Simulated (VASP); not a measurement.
# MnS (R-3m) in VASP: further runs

The runs below take MnS through single point, with PBE+U.

Everything below comes from runs of VASP 6.6.1. Logs are shortened: lines on timing, memory, paths and dates and some standing lists are left out, and cuts for length are marked.

### Step 1. The cell of the first run

It takes space group R-3m (No. 166, trigonal). The conventional cell has a = 3.739 Å, b = 3.739 Å, c = 9.101 Å, α = 90.00°, β = 90.00°, γ = 120.00°. Within 3.5 Å of Mn (site symmetry -3m) lie 6 S at 2.64 Å. S (site symmetry -3m) has 6 Mn at 2.64 Å within 3.5 Å.

### Step 2. Single point, PBE+U, collinear spin, antiferromagnetic start

INCAR reads:

```
PREC = Accurate
ENCUT = 520
EDIFF = 1E-6
ISMEAR = 0
SIGMA = 0.05
LREAL = F
LASPH = T
NELM = 150
ALGO = Normal
ISIF = 2
LWAVE = F
LCHARG = F
ISPIN = 2
MAGMOM = 4.92 -4.92 0 0
LORBIT = 11
LMAXMIX = 4
LDAU = T
LDAUTYPE = 2
LDAUL = 2 -1
LDAUU = 3.9 0
LDAUJ = 0 0
LDAUPRINT = 1
GGA = PE
NBANDS = 31
```

KPOINTS reads:

```
Automatic mesh
0
Gamma
  8 8 8
```

POSCAR reads:

```
MnS
1.0
   -2.6218391904     -2.6218391904      5.2656070039
   -5.2656070039     -2.6218391904      2.6218391904
   -2.6218391904     -5.2656070039      2.6218391904
Mn S
2 2
Direct
    0.0000000000      0.0000000000      0.0000000000
    0.5000000000      0.5000000000      0.5000000000
    1.2499999968     -0.7500000032     -0.7500000032
    1.7500000032     -0.2499999968     -0.2499999968
```

Potentials or basis: VASP PAW PBE potentials, release 64 (Mn_pv, S).

Run with:

```
cat potpaw_PBE.64/Mn_pv/POTCAR potpaw_PBE.64/S/POTCAR > POTCAR
mpirun -np 1 vasp_std > vasp.out
```

OUTCAR:

```text
PREC = Accurate
   ENCUT = 520
   EDIFF = 1E-6
   ISMEAR = 0
   LREAL = F
   LASPH = T
   NELM = 150
   ISIF = 2
   ISPIN = 2
   LORBIT = 11
   GGA = PE

 ion  position               nearest neighbor table
   1  0.000  0.000  0.000-   4 2.64   3 2.64   4 2.64   4 2.64   3 2.64   3 2.64
   2  0.500  0.500  0.500-   3 2.64   3 2.64   3 2.64   4 2.64   4 2.64   4 2.64
   3  0.250  0.250  0.250-   2 2.64   2 2.64   2 2.64   1 2.64   1 2.64   1 2.64
   4  0.750  0.750  0.750-   2 2.64   2 2.64   2 2.64   1 2.64   1 2.64   1 2.64

  LATTYP: Found a trigonal (rhomboedric) cell.
 ALAT       =     6.4400852945
 COS(alpha) =     0.8314753696

  Lattice vectors:

 A1 = (  -2.6218391904,  -2.6218391904,   5.2656070039)
 A2 = (  -5.2656070039,  -2.6218391904,   2.6218391904)
 A3 = (  -2.6218391904,  -5.2656070039,   2.6218391904)

Analysis of symmetry for initial positions (statically):
=====================================================================
 Subroutine PRICEL returns following result:

  LATTYP: Found a trigonal (rhomboedric) cell.
 ALAT       =     3.7233625630
 COS(alpha) =     0.4958311999
[... 12 lines left out ...]
 Subroutine GETGRP returns: Found 12 space group operations
 (whereof 12 operations were pure point group operations)
 out of a pool of 12 trial point group operations.

The static configuration has the point symmetry D_3d.

Analysis of symmetry for dynamics (positions and initial velocities):
=====================================================================
 Subroutine PRICEL returns following result:

  LATTYP: Found a trigonal (rhomboedric) cell.
 ALAT       =     3.7233625630
 COS(alpha) =     0.4958311999
[... 12 lines left out ...]
 Subroutine GETGRP returns: Found 12 space group operations
 (whereof 12 operations were pure point group operations)
 out of a pool of 12 trial point group operations.

The dynamic configuration has the point symmetry D_3d.

Analysis of structural, dynamic, and magnetic symmetry:
=====================================================================
 Subroutine PRICEL returns following result:

  LATTYP: Found a trigonal (rhomboedric) cell.
 ALAT       =     3.7233625630
 COS(alpha) =     0.4958311999
[... 12 lines left out ...]
 Subroutine GETGRP returns: Found 12 space group operations
 (whereof 12 operations were pure point group operations)
 out of a pool of 12 trial point group operations.

The overall configuration has the point symmetry D_3d.

 Subroutine INISYM returns: Found 12 space group operations
 (whereof 12 operations are pure point group operations),
 and found     2 'primitive' translations

----------------------------------------------------------------------------------------

                                     Primitive cell

  volume of cell :      36.7274

  direct lattice vectors                    reciprocal lattice vectors
    -2.632803502  0.010964312  2.632803502    -0.189518646  0.188729396  0.189518646
    -2.632803502 -2.632803502 -0.010964312    -0.189518646 -0.189518646 -0.188729396
     0.010964312 -2.632803502  2.632803502     0.188729396 -0.189518646  0.189518646

  length of vectors
[... 128 lines left out ...]
spin component  1

  0.9324 -0.0001 -0.0007 -0.0001 -0.0000
 -0.0001  0.9324 -0.0004  0.0001  0.0006
 -0.0007 -0.0004  0.9517 -0.0004  0.0000
 -0.0001  0.0001 -0.0004  0.9324 -0.0006
 -0.0000  0.0006  0.0000 -0.0006  0.9517

spin component  2

  0.0147 -0.0000  0.0009 -0.0000  0.0000
 -0.0000  0.0147  0.0005  0.0000 -0.0008
  0.0009  0.0005  0.0841  0.0005 -0.0000
 -0.0000  0.0000  0.0005  0.0147  0.0008
  0.0000 -0.0008 -0.0000  0.0008  0.0841

 occupancies and eigenvectors

  o =  0.0147  v =  0.0000  0.0000  0.0000  0.0000  0.0000  0.4421  0.8154 -0.0087 -0.3733  0.0134      0.0000  0.0000  0.0000  0.0000  0.0000  0.0000  0.0000  0.0000  0.0000  0.0000
  o =  0.0147  v =  0.0000  0.0000  0.0000  0.0000  0.0000 -0.6863  0.0397  0.0134 -0.7261  0.0087      0.0000  0.0000  0.0000  0.0000  0.0000  0.0000  0.0000  0.0000  0.0000  0.0000
  o =  0.0148  v =  0.0000  0.0000  0.0000  0.0000  0.0000 -0.5774  0.5774  0.0000  0.5774 -0.0000      0.0000  0.0000  0.0000  0.0000  0.0000  0.0000  0.0000  0.0000  0.0000  0.0000
  o =  0.0841  v =  0.0000  0.0000  0.0000  0.0000  0.0000  0.0131  0.0062  0.9995  0.0068  0.0257      0.0000  0.0000  0.0000  0.0000  0.0000  0.0000  0.0000  0.0000  0.0000  0.0000
  o =  0.0841  v =  0.0000  0.0000  0.0000  0.0000  0.0000 -0.0003 -0.0115 -0.0257  0.0111  0.9995      0.0000  0.0000  0.0000  0.0000  0.0000  0.0000  0.0000  0.0000  0.0000  0.0000
  o =  0.9323  v =  0.5304 -0.2714  0.0300  0.8018  0.0350  0.0000  0.0000  0.0000  0.0000  0.0000      0.0000  0.0000  0.0000  0.0000  0.0000  0.0000  0.0000  0.0000  0.0000  0.0000
  o =  0.9323  v = -0.6196 -0.7691 -0.0350  0.1495  0.0300  0.0000  0.0000  0.0000  0.0000  0.0000      0.0000  0.0000  0.0000  0.0000  0.0000  0.0000  0.0000  0.0000  0.0000  0.0000
  o =  0.9326  v = -0.5774  0.5774 -0.0000  0.5774 -0.0000  0.0000  0.0000  0.0000  0.0000  0.0000      0.0000  0.0000  0.0000  0.0000  0.0000  0.0000  0.0000  0.0000  0.0000  0.0000
  o =  0.9518  v = -0.0043 -0.0345  0.1154  0.0302 -0.9923  0.0000  0.0000  0.0000  0.0000  0.0000      0.0000  0.0000  0.0000  0.0000  0.0000  0.0000  0.0000  0.0000  0.0000  0.0000
  o =  0.9518  v =  0.0374  0.0149 -0.9923  0.0224 -0.1154  0.0000  0.0000  0.0000  0.0000  0.0000      0.0000  0.0000  0.0000  0.0000  0.0000  0.0000  0.0000  0.0000  0.0000  0.0000

atom =   2  type =  1  l = 2

 onsite density matrix

spin component  1

  0.0147 -0.0000  0.0009 -0.0000  0.0000
 -0.0000  0.0147  0.0005  0.0000 -0.0008
  0.0009  0.0005  0.0841  0.0005  0.0000
 -0.0000  0.0000  0.0005  0.0147  0.0008
  0.0000 -0.0008  0.0000  0.0008  0.0841

spin component  2

  0.9324 -0.0001 -0.0007 -0.0001 -0.0000
 -0.0001  0.9324 -0.0004  0.0001  0.0006
 -0.0007 -0.0004  0.9517 -0.0004  0.0000
 -0.0001  0.0001 -0.0004  0.9324 -0.0006
 -0.0000  0.0006  0.0000 -0.0006  0.9517

 occupancies and eigenvectors

  o =  0.0147  v =  0.1650  0.7749 -0.0032 -0.6099  0.0157  0.0000  0.0000  0.0000  0.0000  0.0000      0.0000  0.0000  0.0000  0.0000  0.0000  0.0000  0.0000  0.0000  0.0000  0.0000
  o =  0.0147  v = -0.7995 -0.2568  0.0157 -0.5427  0.0032  0.0000  0.0000  0.0000  0.0000  0.0000      0.0000  0.0000  0.0000  0.0000  0.0000  0.0000  0.0000  0.0000  0.0000  0.0000
  o =  0.0148  v =  0.5774 -0.5774 -0.0000 -0.5774  0.0000  0.0000  0.0000  0.0000  0.0000  0.0000      0.0000  0.0000  0.0000  0.0000  0.0000  0.0000  0.0000  0.0000  0.0000  0.0000
  o =  0.0841  v = -0.0130 -0.0070 -0.9990 -0.0061  0.0407  0.0000  0.0000  0.0000  0.0000  0.0000      0.0000  0.0000  0.0000  0.0000  0.0000  0.0000  0.0000  0.0000  0.0000  0.0000
  o =  0.0841  v =  0.0005 -0.0110  0.0407  0.0116  0.9990  0.0000  0.0000  0.0000  0.0000  0.0000      0.0000  0.0000  0.0000  0.0000  0.0000  0.0000  0.0000  0.0000  0.0000  0.0000
  o =  0.9323  v =  0.0000  0.0000  0.0000  0.0000  0.0000  0.7508  0.0994  0.0424  0.6514  0.0180      0.0000  0.0000  0.0000  0.0000  0.0000  0.0000  0.0000  0.0000  0.0000  0.0000
  o =  0.9323  v =  0.0000  0.0000  0.0000  0.0000  0.0000  0.3187  0.8096  0.0180 -0.4908 -0.0424      0.0000  0.0000  0.0000  0.0000  0.0000  0.0000  0.0000  0.0000  0.0000  0.0000
  o =  0.9326  v =  0.0000  0.0000  0.0000  0.0000  0.0000  0.5774 -0.5774 -0.0000 -0.5774  0.0000      0.0000  0.0000  0.0000  0.0000  0.0000  0.0000  0.0000  0.0000  0.0000  0.0000
  o =  0.9518  v =  0.0000  0.0000  0.0000  0.0000  0.0000  0.0000  0.0326  0.0000 -0.0326  0.9989      0.0000  0.0000  0.0000  0.0000  0.0000  0.0000  0.0000  0.0000  0.0000  0.0000
  o =  0.9518  v =  0.0000  0.0000  0.0000  0.0000  0.0000 -0.0376 -0.0188  0.9989 -0.0188 -0.0000      0.0000  0.0000  0.0000  0.0000  0.0000  0.0000  0.0000  0.0000  0.0000  0.0000

 number of electron      38.0000011 magnetization      -0.0000000

 Free energy of the ion-electron system (eV)
  ---------------------------------------------------
  ext. energy  EPLUGINS =         0.00000000
  ---------------------------------------------------
  free energy    TOTEN  =       -26.07348859 eV

  energy without entropy =      -26.07348859  energy(sigma->0) =      -26.07348859

 E-fermi :   5.6358     XC(G=0): -10.4175

 val. band max:        5.3391868770   @ k =   0.5000   0.5000   0.5000
 cond. band min:       7.6425685944   @ k =   0.5000   0.5000   0.0000
 fundamental gap:      2.3033817174
 Fermi energy:         5.6357558377

 spin component 1

 k-point     1 :       0.0000    0.0000    0.0000
  band No.  band energies     occupation
      1     -44.6547      1.00000
      2     -44.6483      1.00000
      3     -44.6483      1.00000
      4     -39.7968      1.00000
      5     -39.7960      1.00000
      6     -39.7960      1.00000
[... 1625 lines left out ...]
     30      13.6052      0.00000
     31      13.8372      0.00000

 [... further k-points ...]
[... 5 lines left out ...]
  --------------------------------------------------------------------------------------
  -------------------------------------------------------------------------------------
  Total       -0.2299643     -0.2299643     -0.2299643      0.0042845     -0.0042845     -0.0042845
  in kB       -5.0159263     -5.0159263     -5.0159263      0.0934520     -0.0934520     -0.0934520
  external PRESSURE =      -5.0159263 kB  Pullay stress =       0.0000000 kB

 VOLUME and BASIS-vectors are now :
 -----------------------------------------------------------------------------
  energy-cutoff  :      520.00
  volume of cell :       73.45
      direct lattice vectors                 reciprocal lattice vectors
    -2.621839190 -2.621839190  5.265607004     0.094364698  0.094364698  0.283883344
    -5.265607004 -2.621839190  2.621839190    -0.283883344  0.094364698 -0.094364698
    -2.621839190 -5.265607004  2.621839190     0.094364698 -0.283883344 -0.094364698

 POSITION                                       TOTAL-FORCE (eV/Angst)
 -----------------------------------------------------------------------------------
      0.00000      0.00000      0.00000         0.000000      0.000000     -0.000000
     -5.25464     -5.25464      5.25464         0.000000      0.000000     -0.000000
     -2.62732     -2.62732      2.62732         0.000000      0.000000      0.000000
     -7.88196     -7.88196      7.88196        -0.000000     -0.000000      0.000000
 -----------------------------------------------------------------------------------
    total drift:                                0.000000      0.000000      0.000000

  FREE ENERGIE OF THE ION-ELECTRON SYSTEM (eV)
  ---------------------------------------------------
  free  energy   TOTEN  =       -26.0734885911 eV

  energy  without entropy=      -26.0734885911  energy(sigma->0) =      -26.07348859

 total charge

# of ion       s       p       d       tot
------------------------------------------
    1        0.208   6.154   4.896  11.258
    2        0.208   6.154   4.896  11.258
    3        1.321   2.442   0.000   3.763
    4        1.321   2.442   0.000   3.763
--------------------------------------------------
tot          3.059  17.192   9.792  30.043

 magnetization (x)

# of ion       s       p       d       tot
------------------------------------------
    1        0.026   0.020   4.479   4.526
    2       -0.026  -0.020  -4.479  -4.526
    3        0.000   0.000   0.000   0.000
    4        0.000   0.000   0.000   0.000
--------------------------------------------------
tot          0.000   0.000   0.000   0.000
```

Run time: 15 min. Hardware: 1 thread of Intel Xeon 8259CL, shared host; peak memory 0.53 GiB.

Results:

```
Free energy                                           : -26.0735 eV
Pressure                                              : -0.5 GPa
Band gap on the k mesh                                : 2.30 eV
Net moment                                            : 0.00 μB per cell
Site moments                                          : Mn +4.53, -4.53; S +0.00 μB
Valence electrons inside the program's atomic spheres : Mn 11.26; S 3.76
```

Eigenvalues of the final occupation matrices:
```tsv
site	spin	trace	eigenvalues
site 1 d	1	4.70	0.93 0.93 0.93 0.95 0.95
site 1 d	2	0.21	0.01 0.01 0.01 0.08 0.08
site 2 d	1	0.21	0.01 0.01 0.01 0.08 0.08
site 2 d	2	4.70	0.93 0.93 0.93 0.95 0.95
```

Caveat: the antiferromagnetic order is the one typed at the start, and another may lie lower. The state reached can hang on the start; a lower one may exist.

### Step 3. Single point, PBE+U, collinear spin, antiferromagnetic start (19.10 Å³/atom)

This run uses another cell than the first one, of 19.10 Å³/atom.

INCAR reads:

```
PREC     = Accurate       # precision mode
ENCUT    = 520            # plane-wave cutoff, eV
EDIFF    = 1E-7           # SCF threshold, eV
ISMEAR   = 0              # smearing method
SIGMA    = 0.05           # smearing width, eV
LREAL    = F              # projectors in reciprocal space
LASPH    = T              # aspherical terms in the spheres
NELM     = 150            # most SCF steps
ALGO     = Normal         # electronic algorithm
ISIF     = 2              # what is computed and relaxed
LWAVE    = F              # write WAVECAR
LCHARG   = F              # write CHGCAR
ISPIN    = 2              # spin polarisation
MAGMOM   = 4.94 -4.94 0 0 # initial moments
LORBIT   = 11             # projections on sites
LMAXMIX  = 4              # l up to which the mixer works
LDAU     = T              # DFT+U
LDAUTYPE = 2            
LDAUL    = 2 -1           # shell
LDAUU    = 3.9 0          # U, eV
LDAUJ    = 0 0          
LDAUPRINT= 1            
GGA      = PE             # functional
NBANDS   = 31             # bands
```

KPOINTS reads:

```
regular mesh
0
Gamma
  8 8 8
```

POSCAR reads:

```
MnS
1.0
   -2.6563410311     -2.6563410311      5.3348992528
   -5.3348992528     -2.6563410311      2.6563410311
   -2.6563410311     -5.3348992528      2.6563410311
Mn S
2 2
Direct
    0.0000000000      0.0000000000      0.0000000000
    0.5000000000      0.5000000000      0.5000000000
    1.2499999968     -0.7500000032     -0.7500000032
    1.7500000032     -0.2499999968     -0.2499999968
```

Potentials or basis: VASP PAW PBE potentials, release 64 (Mn_pv, S).

Run with:

```
cat potpaw_PBE.64/Mn_pv/POTCAR potpaw_PBE.64/S/POTCAR > POTCAR
mpirun -np 1 vasp_std > vasp.out
```

Run time: 22 min. Hardware: 1 thread of Intel Xeon 8259CL, shared host; peak memory 0.57 GiB.

Results (log left out):

| Item | Value |
| --- | --- |
| Free energy | -26.0397 eV |
| Pressure | -3.2 GPa |
| Band gap on the k mesh | 2.28 eV |
| Net moment | 0.00 μB per cell |
| Site moments | Mn +4.55, -4.55; S +0.00 μB |
| Valence electrons inside the program's atomic spheres | Mn 11.23; S 3.75 |

Levels at points of the mesh, in eV from the valence-band top:
Spin up:
```csv
k point,band 15,band 16,band 17,band 18,band 19,band 20,band 21,band 22,band 23,band 24
"(0.00, 0.00, 0.00)",-0.76,-0.76,-0.61,-0.61,-0.56,2.67,3.39,3.39,3.45,3.98
"(0.50, 0.00, 0.00)",-3.06,-2.75,-1.96,-1.27,-0.73,2.68,3.80,3.93,3.99,4.19
"(0.50, 0.50, 0.00)",-3.37,-2.06,-2.02,-0.66,-0.48,2.28,2.58,4.03,4.05,4.13
"(0.50, 0.50, 0.50)",-2.63,-1.32,-1.32,0.00,0.00,2.99,3.30,3.30,3.98,3.98
```
Spin down:
```
           k point  band 16  band 17  band 18  band 19  band 20  band 21  band 22  band 23
(0.00, 0.00, 0.00)    -0.76    -0.61    -0.61    -0.56     2.67     3.39     3.39     3.45
(0.50, 0.00, 0.00)    -2.75    -1.96    -1.27    -0.73     2.68     3.80     3.93     3.99
(0.50, 0.50, 0.00)    -2.06    -2.02    -0.66    -0.48     2.28     2.58     4.03     4.05
(0.50, 0.50, 0.50)    -1.32    -1.32     0.00     0.00     2.99     3.30     3.30     3.98
```

Eigenvalues of the final occupation matrices:
| site | spin | trace | eigenvalues |
| --- | --- | --- | --- |
| site 1 d | 1 | 4.70 | 0.93 0.93 0.93 0.95 0.95 |
| site 1 d | 2 | 0.20 | 0.01 0.01 0.01 0.08 0.08 |
| site 2 d | 1 | 0.20 | 0.01 0.01 0.01 0.08 0.08 |
| site 2 d | 2 | 4.70 | 0.93 0.93 0.93 0.95 0.95 |

Caveat: the cell stands under tension; the antiferromagnetic order is the one typed at the start, and another may lie lower.
